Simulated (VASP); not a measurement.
Input of a VASP 6.6.1 run:

INCAR

```
  PREC = Accurate
  ENCUT = 520
  EDIFF = 1E-6
  ISMEAR = -1
  SIGMA = 0.02
  LREAL = F
  LASPH = T
  NELM = 120
  ALGO = Normal
  ISIF = 2
  LWAVE = F
  LCHARG = T
  GGA = PE
  IVDW = 12
  LELF = T
  LVHAR = T
  NBANDS = 47
  GGA_COMPAT = F
```

KPOINTS

```
regular mesh
0
Gamma
  1 1 1
```

File POSCAR:

```
NaH13O7
1.0
    6.3262170000      0.0000000000      0.0000000000
    0.0000000000      6.5233960000      0.0000000000
    0.0000000000      0.0000000000      6.4611120000
O H Na
7 13 1
Direct
    0.8752940343      0.1715364206      0.1138658485
    0.1224270366     -0.2130791999      0.1546792564
    0.2340577315      0.0930956821      0.5713412800
    0.0826244184      0.5716960920      0.7080824477
    0.6702741939      0.8772118081      1.0259379500
    0.4032583770      0.4525250345      0.9743369253
    0.6177309441      0.7656441522      0.5625657008
    0.7572614091      0.0587270802      0.0373155581
    0.8830237723      0.3120000687      0.0449613008
    0.1806134693     -0.3386732923      0.1118692881
    0.1608386181     -0.0988135628      0.0512450488
    0.1707339473      0.2027778170      0.4749646810
    0.3745840524      0.0289113216      0.5009973515
    0.0708006064      0.7273972023      0.7431383328
    0.2056995516      0.5383852214      0.8150764141
    0.5218442554      0.9051420456      1.0347135292
    0.5032233324      0.5418803335      0.9112208549
    0.6026508417      0.6335657072      0.5152518638
    0.4453846588      0.3262411174      1.0348837785
    0.5157584699      0.7916735394      0.6731349031
    0.8460348420      0.8257048936      0.2906001320
```

Potentials or basis: VASP PAW PBE potentials, release 64 (O, H, Na_pv).

Launch:

```bash
$ cat potpaw_PBE.64/O/POTCAR potpaw_PBE.64/H/POTCAR potpaw_PBE.64/Na_pv/POTCAR > POTCAR
$ mpirun -np 1 vasp_gam > vasp.out
```

Problem. What does it give for the dispersion energy per atom?

Solution. -0.034 eV.

Problem. Predict the pressure.

Solution. -1.1 GPa.

Stress tensor (GPa, compression positive):
```
 0.16  0.63 -0.79
 0.63 -2.55  1.74
-0.79  1.74 -0.77
```

Caveat: the k points lie up to 0.99 Å⁻¹ apart.
